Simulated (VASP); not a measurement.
Runs of VASP 6.6.1 on Ba2W3. The structure is that of space group Pm-3m (No. 221), or close to it. The cells are those of the table. The cell was generated, and may not be a known phase.

```csv
task,cell,k mesh,cutoff (eV),gap on the mesh (eV),pressure (GPa),relaxed volume (Å³/atom)
single point,"a = 5.128 Å, 5 atoms",4 × 4 × 4,520,none,4.7,-
single point,"a = 4.989 Å, 5 atoms",4 × 4 × 4,520,none,(a),-
relaxation of cell and atoms,"relaxed from a = 5.128 Å, 5 atoms",8 × 8 × 8,600,none,0.0,28.65
relaxation of cell and atoms,"relaxed from a = 4.989 Å, 5 atoms",4 × 4 × 4,600,none,-0.1,28.85
```

Alike in all rows: level PBE; potentials or basis VASP PAW PBE potentials, release 64 (Ba_sv, W_sv); no spin polarisation; smearing gaussian 0.1 eV.

**Question.** Estimate the missing entries.

**Answer.** (a) 13.3.

Caveats: spin-orbit coupling is left out, which moves the levels of the heavy elements; the cell stands under pressure (at least some runs); the volume moved by over 15 % at a fixed basis, so the end points are rough (at least some runs).

A k mesh can miss the band edges, and the runs leave out spin-orbit coupling on Ba, W.

A gap of «none» marks levels without a gap at the run's occupations.
